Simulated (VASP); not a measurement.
Runs of VASP 6.6.1 on BN. Symmetry: F-43m, No. 216, cubic system. The conventional cell has a = 3.610 Å, b = 3.610 Å, c = 3.610 Å, α = 90.00°, β = 90.00°, γ = 90.00°. B (site symmetry -43m) has 4 N at 1.56 Å within 2.1 Å. Within 2.1 Å of N (site symmetry -43m) lie 4 B at 1.56 Å. 

| level | share of exact exchange | screening parameter | gap on the mesh (eV) | pressure (GPa) |
| --- | --- | --- | --- | --- |
| PBE-based global hybrid with 100 % exact exchange | 1 | - | 13.20 | -28.0 |
| PBE-based screened hybrid with 20 % exact exchange | 0.2 | 0.5 1/Å | (b) | -1.0 |
| PBE-based screened hybrid with 100 % exact exchange | 1 | 0.5 1/Å | 7.45 | -23.5 |
| HSE06 | 0.25 | 0.2079 1/Å | (a) | -3.9 |
| PBE-based screened hybrid with 40 % exact exchange | 0.4 | 0.3 1/Å | 6.21 | -8.5 |

Alike in all rows: task single point; potentials or basis VASP PAW PBE potentials, release 64 (B, N); no spin polarisation; cell as given; k mesh 6 × 6 × 6; cutoff (eV) 520; smearing gaussian 0.01 eV.

**Question.** Estimate the missing entries.

**Answer.** (a) 5.78; (b) 5.03.

Caveats: all runs use coarse meshes; the PAW data sets were made with another functional, which shifts forces and pressure a little.

A k mesh can miss the band edges.
